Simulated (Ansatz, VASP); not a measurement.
**Two plane-wave programs on Ge**

Contents of INCAR:

```
ALGO     = Normal         # electronic algorithm
EDIFF    = 1E-6           # SCF threshold, eV
ENCUT    = 520            # plane-wave cutoff, eV
GGA      = RP             # functional
ISIF     = 2              # what is computed and relaxed
ISMEAR   = -1             # smearing method
LASPH    = T              # aspherical terms in the spheres
LCHARG   = F              # write CHGCAR
LREAL    = F              # projectors in reciprocal space
LWAVE    = F              # write WAVECAR
NBANDS   = 28             # bands
NELM     = 80             # most SCF steps
PREC     = Accurate       # precision mode
SIGMA    = 0.1            # smearing width, eV
```

The input KPOINTS:

```
k-points
0
Gamma
  8 8 13
```

File POSCAR:

```
Ge
1.0
    5.1373681277      0.0000000000      0.0000000000
   -2.5686840639      4.4490913072      0.0000000000
    0.0000000000      0.0000000000      2.9204323630
Ge
3
Direct
    0.0000000000      0.0000000000      1.0000000000
    0.3333333333      0.6666666667      0.5000000000
    0.6666666667      0.3333333333      0.5000000000
```

Input for Ansatz:

```yaml
crystal:
  lattice:
    - [5.1373681277, 0.0, 0.0]
    - [-2.5686840639, 4.4490913072, 0.0]
    - [0.0, 0.0, 2.920432363]
  atoms:
    - { symbol: Ge, position: [0.0, 0.0, 1.0] }
    - { symbol: Ge, position: [0.3333333333, 0.6666666667, 0.5] }
    - { symbol: Ge, position: [0.6666666667, 0.3333333333, 0.5] }
hamiltonian:
  xc: rpbe
  pseudopotentials:
    kind: paw
    azcp:
      Ge: "pseudopotentials/Ge.paw.azcp"
basis:
  ecutwfc: 420
  fft_grid_basis: typed
kpoints:
  mp_grid: { grid: [8, 8, 13], shift: [0, 0, 0] }
magnetization:
  spin_polarized: false
scf:
  occupations: { method: fermi_dirac, width: 0.1 }
  lower_state_search: "off"
output:
  stress: true
  write_density: true
  write_potential: true
  elf: true
  volumetric_format: npy
```

Alike in both runs: task single point; functional RPBE; k mesh 8 × 8 × 13; occupations fermi-dirac, width 0.1 eV; no spin polarisation.

|  | VASP | Ansatz |
| --- | --- | --- |
| version | VASP 6.6.1 | Ansatz 0.2.0 |
| potentials or method | VASP PAW PBE potentials, release 64 (Ge_d), cutoff 520 eV | plane waves (420 eV) with PAW, scalar-relativistic |
| valence electrons in the cell | 42 | 42 |

|  | VASP | Ansatz | Ansatz less VASP |
| --- | --- | --- | --- |
| pressure (GPa) | -5.4 | -5.2 | +0.22 |
| traceless stress, the component that is largest in VASP (GPa) | 0.44 | 0.44 | +0.001 |

VASP's potentials were made for PBE, not for RPBE.
